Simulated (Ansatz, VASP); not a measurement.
# Zr2H3: VASP beside Ansatz

```
Zr H
1.0
    -2.24582    2.24582    3.09940
     2.24582   -2.24582    3.09940
     2.24582    2.24582   -3.09940
Zr H
2 3
Direct
  0.75000 0.25000 0.50000
  0.25000 0.75000 0.50000
  0.00000 0.00000 0.00000
  0.50000 0.00000 0.50000
  0.00000 0.50000 0.50000
```

Alike in both runs: task relaxation of cell and atoms; functional PBE; k mesh 6 × 6 × 6; occupations gaussian, width 0.1 eV; no spin polarisation.

|  | VASP | Ansatz |
| --- | --- | --- |
| version | VASP 6.6.1 | Ansatz 0.2.0 |
| potentials or method | VASP PAW PBE potentials, release 64 (Zr_sv, H), cutoff 600 eV | scalar-relativistic, plane waves, PAW |
| valence electrons in the cell | 27 | 27 |

|  | VASP | Ansatz | Ansatz less VASP |
| --- | --- | --- | --- |
| gap on the k mesh at the Fermi level, each at its own relaxed structure (eV) | none | none | - |
| relaxed volume (Å³/atom) | 13.38 | 13.36 | -0.021 |
| relaxed cell length with the largest relative difference (Å) | 4.778 | 4.776 | -0.0018 |

A gap of «none» marks a metal or a gap that the smearing closes.
